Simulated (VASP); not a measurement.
GaN, 2 atoms in the cell. The typed cell holds 2 atoms: a = 3.020 Å, b = 3.023 Å, c = 3.020 Å, α = 59.96°, β = 59.92°, γ = 59.96°.  This cell differs from its parent crystal: strain +0.0025 x Voigt [0, 0, 0, 0, 1, 0].

```yaml
Program: VASP 6.6.1
Task: single point
Functional: LDA
Potentials_or_basis: VASP PAW LDA potentials, release 64 (Ga_d, N_h)
Cutoff: 1330 eV
k_mesh: 14 × 14 × 14
Occupations: gaussian, width 0.03 eV
Spin: no spin polarisation
Dipole_correction: no
Further_INCAR_settings: ALGO = Normal; EDIFF = 1e-06; NBANDS = 16
```

Potentials or basis: VASP PAW LDA potentials, release 64 (Ga_d, N_h).

The run is started by

```console
$ cat potpaw_LDA.64/Ga_d/POTCAR potpaw_LDA.64/N_h/POTCAR > POTCAR
$ mpirun -np 1 vasp_std > vasp.out
```

Hardware: 1 thread of Intel(R) Xeon(R) Platinum 8259CL CPU @ 2.50GHz (Skylake/Cascade Lake) (shared host).

Task: How long does it take, and how much memory?

Result: It took 5.4 min on 1 thread of Intel(R) Xeon(R) Platinum 8259CL CPU @ 2.50GHz (Skylake/Cascade Lake) (shared host), peak memory 0.61 GiB. Counts: scf iterations 12, k points 428.
